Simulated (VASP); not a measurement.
# H in VASP: notebook

H is run at these levels: PBE; tasks: single point.

Everything below comes from runs of VASP 6.6.1. Logs are shortened: lines on timing, memory, paths and dates and some standing lists are left out, and cuts for length are marked.

### Step 1. The cell of the first run

Symmetry: P4/mmm, No. 123, tetragonal system. The conventional cell has a = 2.690 Å, b = 2.690 Å, c = 0.981 Å, α = 90.00°, β = 90.00°, γ = 90.00°. H (site symmetry 4/mmm) has 2 H at 0.98 Å within 1.3 Å.

### Step 2. Single point, PBE (strained)

Input file INCAR:

```
PREC = Accurate ; ENCUT = 520
EDIFF = 1E-6 ; ISMEAR = 0
SIGMA = 0.05 ; LREAL = False
LASPH = True ; NELM = 60
ALGO = Normal ; ISIF = 2
LWAVE = False ; LCHARG = False
GGA = PE ; NBANDS = 6
```

Input file KPOINTS:

```
regular mesh
0
Gamma
  14 14 34
```

Input file POSCAR:

```
H
1.0
    2.6903636863      0.0000000000      0.0000000000
    0.0000000000      2.6903636863      0.0000000000
    0.0000000000      0.0000000000      0.9808557024
H
1
Direct
    0.0000000000      0.0000000000      0.5000000000
```

Potentials or basis: VASP PAW PBE potentials, release 64 (H).

Command:

```
$ cat potpaw_PBE.64/H/POTCAR > POTCAR
$ mpirun -np 1 vasp_std > vasp.out
```

OUTCAR:

```text
PREC = Accurate
   ENCUT = 520
   EDIFF = 1E-6
   ISMEAR = 0
   LREAL = False
   LASPH = True
   NELM = 60
   ISIF = 2
   GGA = PE

 ion  position               nearest neighbor table
   1  0.000  0.000  0.500-

  LATTYP: Found a simple tetragonal cell.
 ALAT       =     2.6903636863
 C/A-ratio  =     0.3645810815

  Lattice vectors:

 A1 = (   2.6903636863,   0.0000000000,   0.0000000000)
 A2 = (   0.0000000000,   2.6903636863,   0.0000000000)
 A3 = (   0.0000000000,   0.0000000000,   0.9808557024)

Analysis of symmetry for initial positions (statically):
=====================================================================
 Subroutine PRICEL returns:
 Original cell was already a primitive cell.

 Routine SETGRP: Setting up the symmetry group for a
 simple tetragonal supercell.

 Subroutine GETGRP returns: Found 16 space group operations
 (whereof 16 operations were pure point group operations)
 out of a pool of 16 trial point group operations.

The static configuration has the point symmetry D_4h.

Analysis of symmetry for dynamics (positions and initial velocities):
=====================================================================
 Subroutine PRICEL returns:
 Original cell was already a primitive cell.

 Routine SETGRP: Setting up the symmetry group for a
 simple tetragonal supercell.

 Subroutine GETGRP returns: Found 16 space group operations
 (whereof 16 operations were pure point group operations)
 out of a pool of 16 trial point group operations.

The dynamic configuration has the point symmetry D_4h.

 Subroutine INISYM returns: Found 16 space group operations
 (whereof 16 operations are pure point group operations),
 and found     1 'primitive' translations

----------------------------------------------------------------------------------------

                                     Primitive cell

  volume of cell :       7.0995

  direct lattice vectors                    reciprocal lattice vectors
     2.690363686  0.000000000  0.000000000     0.371696959  0.000000000  0.000000000
     0.000000000  2.690363686  0.000000000     0.000000000  0.371696959  0.000000000
     0.000000000  0.000000000  0.980855702     0.000000000  0.000000000  1.019517955

  length of vectors
     2.690363686  2.690363686  0.980855702     0.371696959  0.371696959  1.019517955

  position of ions in fractional coordinates (direct lattice)
[... 75 lines left out ...]
   ENCUT  =  520.0 eV  38.22 Ry    6.18 a.u.   5.00  5.00  1.82*2*pi/ulx,y,z
   NELM   =     60;   NELMIN=  2; NELMDL= -5     # of ELM steps
   EDIFF  = 0.1E-05   stopping-criterion for ELM
   LREAL  =      F    real-space projection
   EDIFFG = 0.1E-04   stopping-criterion for IOM
   NSW    =      0    number of steps for IOM
   IBRION =     -1    ionic relax: 0-MD 1-quasi-New 2-CG
   NFREE  =      0    steps in history (QN), initial steepest desc. (CG)
   ISIF   =      2    stress and relaxation
   ISYM   =      2    0-nonsym 1-usesym 2-fastsym
   POTIM  = 0.5000    time-step for ionic-motion
   TEBEG  =    0.0;   TEEND  =   0.0 temperature during run
   PSTRESS=    0.0 pullay stress
   NELECT =       1.0000    total number of electrons
   NUPDOWN=      -1.0000    fix difference up-down
   EMIN   =  10.00;   EMAX   =-10.00  energy-range for DOS
   EFERMI =   0.00;   METHOD = LEGACY
   ISMEAR =     0;   SIGMA  =   0.05  broadening in eV -4-tet -1-fermi 0-gaus
   EFERMI_NEDOS =   21; number of points for ismear=-14 and -15
   IALGO  =     38    algorithm
   IMIX   =      4    mixing-type and parameters
     AMIX     =   0.40;   BMIX     =  1.00
     AMIX_MAG =   1.60;   BMIX_MAG =  1.00
  volume/ion in A,a.u.               =       7.10        47.91
  Fermi-wavevector in a.u.,A,eV,Ry     =   0.851790  1.609649  9.871652  0.725546
  Thomas-Fermi vector in A             =   1.967977
   LORBIT       =      0    0 simple, 1 ext, 2 COOP (PROOUT), +10 PAW based schemes
   GGA     = PE    functional components
   LHFCALC =     F    Hartree Fock is set to
   AEXX    =    0.0000 exact exchange contribution
   IVDW    =     0    specifies the selected vdW correction
   LEPSILON=     F    determine dielectric tensor
   LRPA    =     F    only Hartree local field effects (RPA)
 non-spin polarized calculation
 Gauss-broadening in eV      SIGMA  =   0.05
  energy-cutoff  :      520.00
  volume of cell :        7.10
 maximum number of plane-waves:       208
   NGX = 11   NGY = 11   NGZ =  3

 number of electron       0.9999999 magnetization

 Free energy of the ion-electron system (eV)
  ---------------------------------------------------
  ext. energy  EPLUGINS =         0.00000000
  ---------------------------------------------------
  free energy    TOTEN  =        -3.01267213 eV

  energy without entropy =       -3.01258702  energy(sigma->0) =       -3.01262958

 E-fermi :  -1.5921     XC(G=0):  -6.6889

 val. band max:       -1.5993671900   @ k =   0.5000   0.4286   0.2353
 cond. band min:      -1.5841861291   @ k =   0.0714   0.0000   0.2647
 fundamental gap:      0.0151810609
 Fermi energy:        -1.5920944860

 k-point     1 :       0.0000    0.0000    0.0000
  band No.  band energies     occupation
      1     -12.4685      2.00000
      2       7.9525      0.00000
      3      13.6769      0.00000
      4      13.6769      0.00000
      5      16.7179      0.00000
      6      33.9190      0.00000
[... 199 lines left out ...]
 k-point    24 :       0.3571    0.2143    0.0000
  band No.  band energies     occupation
      1     -11.0317      2.00000
      2       2.9554      0.00000
      3       8.0567      0.00000
      4      16.0927      0.00000
      5      23.6813      0.00000
      6      31.7538      0.00000

 [... further k-points ...]

------------------------ aborting loop because EDIFF is reached ----------------------------------------

  FORCE on cell =-STRESS in cart. coord.  units (eV):
  Direction    XX          YY          ZZ          XY          YZ          ZX
  --------------------------------------------------------------------------------------
  -------------------------------------------------------------------------------------
  Total        0.0771037      0.0771037      0.0348395      0.0000000     -0.0000000      0.0000000
  in kB       17.4003713     17.4003713      7.8624060      0.0000000     -0.0000000      0.0000000
  external PRESSURE =      14.2210495 kB  Pullay stress =       0.0000000 kB

 VOLUME and BASIS-vectors are now :
 -----------------------------------------------------------------------------
  energy-cutoff  :      520.00
  volume of cell :        7.10
      direct lattice vectors                 reciprocal lattice vectors
     2.690363686  0.000000000  0.000000000     0.371696959  0.000000000  0.000000000
     0.000000000  2.690363686  0.000000000     0.000000000  0.371696959  0.000000000
     0.000000000  0.000000000  0.980855702     0.000000000  0.000000000  1.019517955

 POSITION                                       TOTAL-FORCE (eV/Angst)
 -----------------------------------------------------------------------------------
      0.00000      0.00000      0.49043         0.000000      0.000000      0.000000
 -----------------------------------------------------------------------------------
    total drift:                               -0.000000      0.000000      0.000000

  FREE ENERGIE OF THE ION-ELECTRON SYSTEM (eV)
  ---------------------------------------------------
  free  energy   TOTEN  =        -3.0126721348 eV

  energy  without entropy=       -3.0125870219  energy(sigma->0) =       -3.01262958
```

OSZICAR:

```text
N       E                     dE             d eps       ncg     rms          rms(c)
DAV:   1    -0.301549295136E+01   -0.30155E+01   -0.22609E+02  8214   0.700E+01
DAV:   2    -0.310948695137E+01   -0.93994E-01   -0.93993E-01 10416   0.571E+00
DAV:   3    -0.310953551220E+01   -0.48561E-04   -0.48561E-04  8922   0.124E-01
DAV:   4    -0.310953552770E+01   -0.15505E-07   -0.15691E-07 11334   0.199E-03
DAV:   5    -0.310953552790E+01   -0.19297E-09   -0.45203E-11  8682   0.224E-05    0.183E+00
DAV:   6    -0.304480767480E+01    0.64728E-01   -0.20166E-02  8490   0.447E-01    0.108E+00
DAV:   7    -0.301134225490E+01    0.33465E-01   -0.47883E-02  8928   0.736E-01    0.107E-01
DAV:   8    -0.301266184423E+01   -0.13196E-02   -0.95842E-04  8652   0.130E-01    0.162E-02
DAV:   9    -0.301266936026E+01   -0.75160E-05   -0.22432E-05 10050   0.226E-02    0.355E-03
DAV:  10    -0.301267213106E+01   -0.27708E-05   -0.22737E-06  8712   0.851E-03    0.487E-04
DAV:  11    -0.301267213477E+01   -0.37042E-08   -0.12754E-08  8382   0.635E-04
   1 F= -.30126721E+01 E0= -.30126296E+01  d E =-.851129E-04
```

Wall time 12 s (1 thread of Intel Xeon Platinum 8488C (Sapphire Rapids), shared host); peak memory 0.12 GiB.

What came out:

```
Free energy            : -3.0127 eV
Pressure               : 1.4 GPa
Band gap on the k mesh : zero (an odd number of electrons rules out a gap without spin polarisation)
```

Caveat: the cell differs from its parent crystal (strained).

### Step 3. Single point, PBE

Input file INCAR:

```
PREC     = Accurate       # precision mode
ENCUT    = 520            # plane-wave cutoff, eV
EDIFF    = 1E-6           # SCF threshold, eV
ISMEAR   = 0              # smearing method
SIGMA    = 0.05           # smearing width, eV
LREAL    = F              # projectors in reciprocal space
LASPH    = T              # aspherical terms in the spheres
NELM     = 80             # most SCF steps
ALGO     = Normal         # electronic algorithm
ISIF     = 2              # what is computed and relaxed
LWAVE    = F              # write WAVECAR
LCHARG   = F              # write CHGCAR
GGA      = PE             # functional
NBANDS   = 6              # bands
```

Input file KPOINTS:

```
Automatic mesh
0
Gamma
  14 14 34
  0.5 0.5 0.5
```

POSCAR is that of step 2.

Potentials or basis: VASP PAW PBE potentials, release 64 (H).

Command:

```
$ cat potpaw_PBE.64/H/POTCAR > POTCAR
$ mpirun -np 1 vasp_std > vasp.out
```

OUTCAR:

```text
PREC = Accurate
   ENCUT = 520
   EDIFF = 1E-6
   ISMEAR = 0
   LREAL = F
   LASPH = T
   NELM = 80
   ISIF = 2
   GGA = PE

 ion  position               nearest neighbor table
   1  0.000  0.000  0.500-

  LATTYP: Found a simple tetragonal cell.
 ALAT       =     2.6903636863
 C/A-ratio  =     0.3645810815

  Lattice vectors:

 A1 = (   2.6903636863,   0.0000000000,   0.0000000000)
 A2 = (   0.0000000000,   2.6903636863,   0.0000000000)
 A3 = (   0.0000000000,   0.0000000000,   0.9808557024)
[... 394 lines left out ...]
      5      28.7564      0.00000
      6      34.9920      0.00000

 [... further k-points ...]

------------------------ aborting loop because EDIFF is reached ----------------------------------------

  FORCE on cell =-STRESS in cart. coord.  units (eV):
  Direction    XX          YY          ZZ          XY          YZ          ZX
  --------------------------------------------------------------------------------------
  -------------------------------------------------------------------------------------
  Total        0.0147027      0.0147027      0.1232521      0.0000000      0.0000000      0.0000000
  in kB        3.3180402      3.3180402     27.8149208      0.0000000      0.0000000      0.0000000
  external PRESSURE =      11.4836671 kB  Pullay stress =       0.0000000 kB

 VOLUME and BASIS-vectors are now :
 -----------------------------------------------------------------------------
  energy-cutoff  :      520.00
  volume of cell :        7.10
      direct lattice vectors                 reciprocal lattice vectors
     2.690363686  0.000000000  0.000000000     0.371696959  0.000000000  0.000000000
     0.000000000  2.690363686  0.000000000     0.000000000  0.371696959  0.000000000
     0.000000000  0.000000000  0.980855702     0.000000000  0.000000000  1.019517955

 POSITION                                       TOTAL-FORCE (eV/Angst)
 -----------------------------------------------------------------------------------
      0.00000      0.00000      0.49043         0.000000      0.000000      0.000000
 -----------------------------------------------------------------------------------
    total drift:                               -0.000000      0.000000      0.000000

  FREE ENERGIE OF THE ION-ELECTRON SYSTEM (eV)
  ---------------------------------------------------
  free  energy   TOTEN  =        -3.0080216016 eV

  energy  without entropy=       -3.0079251199  energy(sigma->0) =       -3.00797336
```

OSZICAR:

```text
N       E                     dE             d eps       ncg     rms          rms(c)
DAV:   1    -0.300903514295E+01   -0.30090E+01   -0.23113E+02  6078   0.703E+01
DAV:   2    -0.310244915117E+01   -0.93414E-01   -0.93412E-01  7620   0.575E+00
DAV:   3    -0.310249471141E+01   -0.45560E-04   -0.45560E-04  6378   0.121E-01
DAV:   4    -0.310249472703E+01   -0.15618E-07   -0.15767E-07  8340   0.214E-03
DAV:   5    -0.310249472704E+01   -0.12038E-10   -0.53326E-11  6216   0.266E-05    0.181E+00
DAV:   6    -0.303944304994E+01    0.63052E-01   -0.19867E-02  6234   0.441E-01    0.106E+00
DAV:   7    -0.300672590465E+01    0.32717E-01   -0.46876E-02  6624   0.724E-01    0.104E-01
DAV:   8    -0.300800824270E+01   -0.12823E-02   -0.96667E-04  6648   0.131E-01    0.123E-02
DAV:   9    -0.300801869396E+01   -0.10451E-04   -0.16000E-05  7848   0.197E-02    0.351E-03
DAV:  10    -0.300802159984E+01   -0.29059E-05   -0.25779E-06  6504   0.884E-03    0.366E-04
DAV:  11    -0.300802160159E+01   -0.17505E-08   -0.69696E-09  6420   0.507E-04
   1 F= -.30080216E+01 E0= -.30079734E+01  d E =-.964817E-04
```

stdout:

```text
POSCAR found type information on POSCAR H
 POSCAR found :  1 types and       1 ions
 scaLAPACK will be used
 LDA part: xc-table for (Slater+PW92), standard interpolation
 POSCAR, INCAR and KPOINTS ok, starting setup
 FFT: planning ... GRIDC
 FFT: planning ... GRID_SOFT
 FFT: planning ... GRID
 WAVECAR not read
 entering main loop
```

Run time: 9 s. Hardware: 1 thread of Intel Xeon Platinum 8488C (Sapphire Rapids), shared host; peak memory 0.11 GiB.

What came out:

```yaml
Free_energy: -3.0080 eV
Pressure: 1.1 GPa
Band_gap_on_the_k_mesh: zero (an odd number of electrons rules out a gap without spin polarisation)
```

### Step 4. Single point, PBE (strained)

Input file INCAR:

```
SYSTEM = H
ALGO = Normal ; EDIFF = 1E-6
ENCUT = 520 ; GGA = PE
ISIF = 2 ; ISMEAR = 0
LASPH = .True. ; LCHARG = .False.
LREAL = .False. ; LWAVE = .False.
NBANDS = 6 ; NELM = 100
PREC = Accurate ; SIGMA = 0.05
```

Input file KPOINTS:

```
k-points
0
Gamma
  14 14 34
  0 0 0
```

Input file POSCAR:

```
H
1.0
    2.7677331375      0.0000000000      0.0000000000
    0.0000000000      2.7677331375      0.0000000000
    0.0000000000      0.0000000000      0.9947787018
H
1
Direct
    0.0000000000      0.0000000000      0.5000000000
```

Command:

```
$ cat potpaw_PBE.64/H/POTCAR > POTCAR
$ mpirun -np 1 vasp_std > vasp.out
```

Run time: 12 s. Hardware: 1 thread of Intel Xeon Platinum 8488C (Sapphire Rapids), shared host; peak memory 0.13 GiB.

Results (log left out):

| Item | Value |
| --- | --- |
| Free energy | -3.0167 eV |
| Pressure | -0.2 GPa |
| Band gap on the k mesh | zero (an odd number of electrons rules out a gap without spin polarisation) |

Stress tensor (GPa, compression positive):
```
 1.38  0.00  0.00
 0.00  1.38  0.00
 0.00  0.00 -3.29
```

Levels at points of the mesh, in eV from the Fermi level:
| k point | band 1 | band 2 | band 3 | band 4 |
| --- | --- | --- | --- | --- |
| (0.00, 0.00, 0.00) | -10.46 | 9.09 | 14.62 | 14.62 |
| (0.50, 0.00, 0.00) | -9.29 | 2.92 | 15.29 | 17.29 |
| (0.50, 0.50, 0.00) | -8.34 | 6.35 | 6.35 | 9.71 |
| (0.00, 0.00, 0.50) | 23.42 | 30.97 | 45.22 | 49.81 |
| (0.50, 0.00, 0.50) | 24.10 | 32.93 | 40.76 | 41.07 |
| (0.50, 0.50, 0.50) | 24.65 | 34.55 | 44.12 | 44.12 |

Caveat: the cell differs from its parent crystal (strained).

[end of part 1 of 2]
